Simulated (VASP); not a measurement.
InSe, 4 atoms in the cell. The cell holds a slab with vacuum, 4 atoms: a = 3.892 Å, b = 3.892 Å, c = 36.721 Å, α = 90.00°, β = 90.00°, γ = 120.00°. 

```yaml
Program: VASP 6.6.1
Task: single point
Functional: PBE
Dispersion: D3(BJ)
Potentials_or_basis: VASP PAW PBE potentials, release 64 (Se, In_d)
Cutoff: 520 eV
k_mesh: 9 × 9 × 1
Occupations: gaussian, width 0.02 eV
Spin: no spin polarisation
Dipole_correction: yes
Further_INCAR_settings: ALGO = Normal; EDIFF = 1e-06; NBANDS = 27
```

Potentials or basis: VASP PAW PBE potentials, release 64 (Se, In_d).

The run is started by

```sh
$ cat potpaw_PBE.64/Se/POTCAR potpaw_PBE.64/In_d/POTCAR > POTCAR
$ mpirun -np 1 vasp_std > vasp.out
```

Hardware: 1 thread of AMD EPYC 9R45 96-Core Processor (Zen 5), with other jobs on the host.

Q: How long does it take, and how much memory?

A: It took 2.5 min on 1 thread of AMD EPYC 9R45 96-Core Processor (Zen 5), on a shared host, peak memory 0.56 GiB. Counts: scf iterations 23, k points 12.
